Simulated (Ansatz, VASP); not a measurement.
**In in VASP and in Ansatz**

```
CELL_PARAMETERS angstrom
-1.69471 1.69471 2.29737
1.69471 -1.69471 2.29737
1.69471 1.69471 -2.29737
ATOMIC_POSITIONS crystal
In 0.00000 0.00000 0.00000
```

Alike in both runs: task relaxation of cell and atoms; functional LDA; k mesh 18 × 18 × 18; occupations gaussian, width 0.1 eV; no spin polarisation.

|  | VASP | Ansatz |
| --- | --- | --- |
| version | VASP 6.6.1 | Ansatz 0.2.0 |
| potentials or method | VASP PAW LDA potentials, release 64 (In_d), cutoff 600 eV | scalar-relativistic, plane waves, PAW |
| valence electrons in the cell | 13 | 13 |

Ansatz gave:

| Quantity | Value |
| --- | --- |
| gap on the k mesh at the Fermi level, each at its own relaxed structure (eV) | none |
| relaxed volume (Å³/atom) | 24.64 |
| relaxed length of the cell vector where the two differ most in proportion (Å) | 3.266 |

**Question.** Which values does VASP return?

**Answer.** gap on the k mesh at the Fermi level, each at its own relaxed structure (eV): none; relaxed volume (Å³/atom): 24.69; relaxed length of the cell vector where the two differ most in proportion (Å): 3.267.

LDA's correlation is that of Perdew and Zunger in VASP and of Perdew and Wang (1992) in Ansatz. A gap of «none» marks a metal or a gap that the smearing closes.
